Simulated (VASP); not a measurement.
Wanted: the native input for a VASP 6.6.1 run.

```yaml
Task: single point
Functional: PBE
Potentials_or_basis: VASP PAW PBE potentials, release 64 (In_d, Ga_d, As)
Cutoff: 520 eV
k_mesh: 4 × 4 × 4
Occupations: gaussian, width 0.2 eV
Spin: no spin polarisation
Dipole_correction: no
Further_INCAR_settings: ALGO = Normal; EDIFF = 1e-06; NBANDS = 46
```

The structure of InGa3As4 lies in POSCAR:

```
InGa3As4
1.0
    5.8583986000      0.0000000000      0.0000000000
    0.0000000000      5.8583986000      0.0000000000
   -2.9291993000     -2.9291993000      5.8477107000
In Ga As
1 3 4
Direct
    0.0000000000      0.0000000000      0.0000000000
    0.2500000000      0.7500000000      0.5000000000
    0.5000000000      0.5000000000      0.0000000000
    0.7500000000      0.2500000000      0.5000000000
    0.3919820000      0.3919820000      0.2594760000
    0.6080180000      0.1325060000      0.7405240000
    0.8674940000      0.8674940000      0.2594760000
    0.1325060000      0.6080180000      0.7405240000
```

One way to write it, as run:

INCAR

```
SYSTEM = InGa3As4
ALGO     = Normal         ! electronic algorithm
EDIFF    = 1E-6           ! SCF threshold, eV
ENCUT    = 520            ! plane-wave cutoff, eV
GGA      = PE             ! functional
ISIF     = 2              ! what is computed and relaxed
ISMEAR   = 0              ! smearing method
LASPH    = .TRUE.         ! aspherical terms in the spheres
LCHARG   = .FALSE.        ! write CHGCAR
LREAL    = .FALSE.        ! projectors in reciprocal space
LWAVE    = .FALSE.        ! write WAVECAR
NBANDS   = 46             ! bands
NELM     = 80             ! most SCF steps
PREC     = Accurate       ! precision mode
SIGMA    = 0.2            ! smearing width, eV
```

KPOINTS

```
k-points
0
G
  4 4 4
  0 0 0
```

Potentials or basis: VASP PAW PBE potentials, release 64 (In_d, Ga_d, As).

Launch:

```bash
$ cat potpaw_PBE.64/In_d/POTCAR potpaw_PBE.64/Ga_d/POTCAR potpaw_PBE.64/As/POTCAR > POTCAR
$ mpirun -np 1 vasp_std > vasp.out
```

Results of the run:

The pressure is 0.2 GPa. The largest force is 0.004 eV/Å and the band gap on the k mesh is zero (filled and empty bands touch).

Caveat: spin-orbit coupling is left out, which moves the levels of the heavy elements.

Run time: 2.8 min on 1 thread of Intel(R) Xeon(R) Platinum 8259CL CPU @ 2.50GHz (Skylake/Cascade Lake) (shared host), peak memory 0.4 GiB.
